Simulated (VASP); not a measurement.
# ZrC (Fm-3m) in VASP: notebook, part 2 of 2

VASP 6.6.1. The steps go on from the part before.

### 3 Single point, r2SCAN

This run uses another cell than the first one, of 12.98 Å³/atom, 0.993 times its volume.

POSCAR reads:

```
ZrC
1.0
    0.0000000000      2.3502100000      2.3502100000
    2.3502100000      0.0000000000      2.3502100000
    2.3502100000      2.3502100000      0.0000000000
Zr C
1 1
Direct
    0.5000000000      0.5000000000      0.5000000000
    0.0000000000      0.0000000000      0.0000000000
```

INCAR.step1 reads:

```
PREC = Accurate
ENCUT = 660
ISMEAR = 0
SIGMA = 0.1
LREAL = False
LASPH = True
NELM = 120
NBANDS = 15
GGA = PE
ALGO = Normal
EDIFF = 1E-5
LWAVE = True
LCHARG = False
GGA_COMPAT = False
```

INCAR.step2 reads:

```
PREC = Accurate
ENCUT = 660
EDIFF = 1E-6
ISMEAR = 0
SIGMA = 0.1
LREAL = False
LASPH = True
NELM = 120
ALGO = Normal
ISIF = 2
LWAVE = False
LCHARG = True
METAGGA = R2SCAN
LMIXTAU = True
LELF = True
LVHAR = True
NBANDS = 15
ISTART = 1
GGA_COMPAT = False
```

KPOINTS reads:

```
Automatic mesh
0
Gamma
  6 6 6
```

Potentials or basis: VASP PAW PBE potentials, release 64 (Zr_sv, C).

On the command line:

```console
$ cat potpaw_PBE.64/Zr_sv/POTCAR potpaw_PBE.64/C/POTCAR > POTCAR
$ cp INCAR.step1 INCAR
$ mpirun -np 1 vasp_std > vasp.out
$ cp INCAR.step2 INCAR
$ mpirun -np 1 vasp_std > vasp.out
```

OUTCAR:

```text
PREC = Accurate
   ENCUT = 660
   EDIFF = 1E-6
   ISMEAR = 0
   LREAL = False
   LASPH = True
   NELM = 120
   ISIF = 2
   METAGGA = R2SCAN
   ISTART = 1

 ion  position               nearest neighbor table
   1  0.500  0.500  0.500-   2 2.35   2 2.35   2 2.35   2 2.35   2 2.35   2 2.35
   2  0.000  0.000  0.000-   1 2.35   1 2.35   1 2.35   1 2.35   1 2.35   1 2.35

  LATTYP: Found a face centered cubic cell.
 ALAT       =     4.7004200000

  Lattice vectors:

[... 465 lines left out ...]

  FORCE on cell =-STRESS in cart. coord.  units (eV):
  Direction    XX          YY          ZZ          XY          YZ          ZX
  --------------------------------------------------------------------------------------
  -------------------------------------------------------------------------------------
  Total        0.2837210      0.2837210      0.2837210      0.0000000      0.0000000      0.0000000
  in kB       17.5086232     17.5086232     17.5086232      0.0000000      0.0000000      0.0000000
  external PRESSURE =      17.5086232 kB  Pullay stress =       0.0000000 kB

 VOLUME and BASIS-vectors are now :
 -----------------------------------------------------------------------------
  energy-cutoff  :      660.00
  volume of cell :       25.96
      direct lattice vectors                 reciprocal lattice vectors
     0.000000000  2.350210000  2.350210000    -0.212746946  0.212746946  0.212746946
     2.350210000  0.000000000  2.350210000     0.212746946 -0.212746946  0.212746946
     2.350210000  2.350210000  0.000000000     0.212746946  0.212746946 -0.212746946

 POSITION                                       TOTAL-FORCE (eV/Angst)
 -----------------------------------------------------------------------------------
      2.35021      2.35021      2.35021         0.000000      0.000000      0.000000
      0.00000      0.00000      0.00000        -0.000000     -0.000000     -0.000000
 -----------------------------------------------------------------------------------
    total drift:                                0.000000      0.000000      0.000000

  FREE ENERGIE OF THE ION-ELECTRON SYSTEM (eV)
  ---------------------------------------------------
  free  energy   TOTEN  =       -34.7169196777 eV

  energy  without entropy=      -34.7159749016  energy(sigma->0) =      -34.71644729
```

OSZICAR.step1:

```text
N       E                     dE             d eps       ncg     rms          rms(c)
DAV:   1     0.120034642929E+03    0.12003E+03   -0.98776E+03   480   0.130E+03
DAV:   2    -0.158445163645E+02   -0.13588E+03   -0.12600E+03   599   0.321E+02
DAV:   3    -0.228071857034E+02   -0.69627E+01   -0.69144E+01   773   0.616E+01
DAV:   4    -0.229212153563E+02   -0.11403E+00   -0.11380E+00   575   0.645E+00
DAV:   5    -0.229234623210E+02   -0.22470E-02   -0.22469E-02   633   0.621E-01    0.204E+01
DAV:   6    -0.195861870714E+02    0.33373E+01   -0.65171E+00   551   0.228E+01    0.712E+00
DAV:   7    -0.194695645832E+02    0.11662E+00   -0.57108E-01   544   0.599E+00    0.622E+00
DAV:   8    -0.194789483686E+02   -0.93838E-02   -0.27932E-01   600   0.452E+00    0.499E+00
DAV:   9    -0.194538804662E+02    0.25068E-01   -0.48045E-02   522   0.186E+00    0.552E-01
DAV:  10    -0.194536972115E+02    0.18325E-03   -0.27384E-03   632   0.461E-01    0.129E-01
DAV:  11    -0.194536749783E+02    0.22233E-04   -0.58551E-05   579   0.750E-02    0.536E-02
DAV:  12    -0.194536704336E+02    0.45447E-05   -0.39305E-06   359   0.196E-02
   1 F= -.19453670E+02 E0= -.19453382E+02  d E =-.576851E-03
```

It took 41 s on 1 thread of Intel Xeon Platinum 8488C (Sapphire Rapids), shared host; peak memory 0.16 GiB.

Results:

```
Free energy            : -34.7169 eV
Pressure               : 1.8 GPa
Band gap on the k mesh : zero (band 8 reaches 10.58 eV, above the bottom of band 9 at 9.35 eV)
```

Levels at points of the mesh, in eV from the Fermi level:
```tsv
k point	band 4	band 5	band 6	band 7	band 8	band 9	band 10	band 11	band 12	band 13
(0.00, 0.00, 0.00)	-26.73	-11.93	1.03	1.03	1.03	1.42	1.42	1.42	3.07	3.07
(0.50, 0.00, 0.00)	-26.80	-8.82	-5.37	-3.00	-3.00	4.91	4.91	5.82	7.08	10.77
(0.50, 0.50, 0.00)	-27.01	-10.80	-2.10	-1.53	0.11	0.11	4.72	6.09	6.09	8.42
```

Caveat: the k points lie up to 0.39 Å⁻¹ apart; the PAW data sets were made with another functional, which shifts forces and pressure a little.
